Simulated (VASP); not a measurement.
Runs of VASP 6.6.1 on Re. The structure is that of space group P6/mmm (No. 191), or close to it. The cells are those of the table. 

```csv
task,cell,cutoff (eV),k mesh for the DOS,occupations for the DOS,gap on the mesh (eV),pressure (GPa)
single point,"a = 2.764, b = 2.764, c = 2.469 Å, angles 90.0, 90.0, 120.0°, 1 atom",520,-,-,none,-0.9
relaxation of shape and atoms at fixed volume,"relaxed from a = 2.394, b = 2.394, c = 2.139 Å, angles 90.0, 90.0, 120.0°, 1 atom",600,-,-,none,301.3
single point,"a = 2.715, b = 2.715, c = 2.431 Å, angles 90.0, 90.0, 120.0°, 1 atom",520,-,-,none,15.4
single point,"a = 2.614, b = 2.614, c = 2.346 Å, angles 90.0, 90.0, 120.0°, 1 atom",520,-,-,none,(a)
```

Alike in all rows: level PBE; potentials or basis VASP PAW PBE potentials, release 64 (Re); no spin polarisation; k mesh 16 × 16 × 15; smearing fermi-dirac 0.08 eV.

Problem. Estimate the missing entries.

Solution. (a) 64.4.

Caveats: spin-orbit coupling is left out, which moves the levels of the heavy elements.

A k mesh can miss the band edges, and the runs leave out spin-orbit coupling on Re.

A gap of «none» marks levels without a gap at the run's occupations.
